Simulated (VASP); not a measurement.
Runs of VASP 6.6.1 on MgSe. The structure is that of space group Fm-3m (No. 225), or close to it. The cells are those of the table. 

```csv
cell,k mesh,smearing,gap on the mesh (eV),pressure (GPa)
"a = 3.810 Å, angles 60.0°, 2 atoms",10 × 10 × 10,gaussian 0.02 eV,1.82,2.3
"a = 3.796 Å, angles 60.0°, 2 atoms",10 × 10 × 10,gaussian 0.02 eV,1.83,3.2
"a = 3.796 Å, angles 60.0°, 2 atoms",6 × 6 × 6,gaussian 0.1 eV,1.83,3.2
"a = 3.810 Å, angles 60.0°, 2 atoms",6 × 6 × 6,gaussian 0.1 eV,(a),2.3
```

Alike in all rows: task single point; level PBEsol; potentials or basis VASP PAW PBE potentials, release 64 (Mg, Se); no spin polarisation; cutoff (eV) 600.

Task: Fill in the values left out.

Result: (a) 1.81.

Caveats: the PAW data sets were made with another functional, which shifts forces and pressure a little; the cell stands under pressure (at least some runs).

A k mesh can miss the band edges, and the runs leave out spin-orbit coupling on Se.
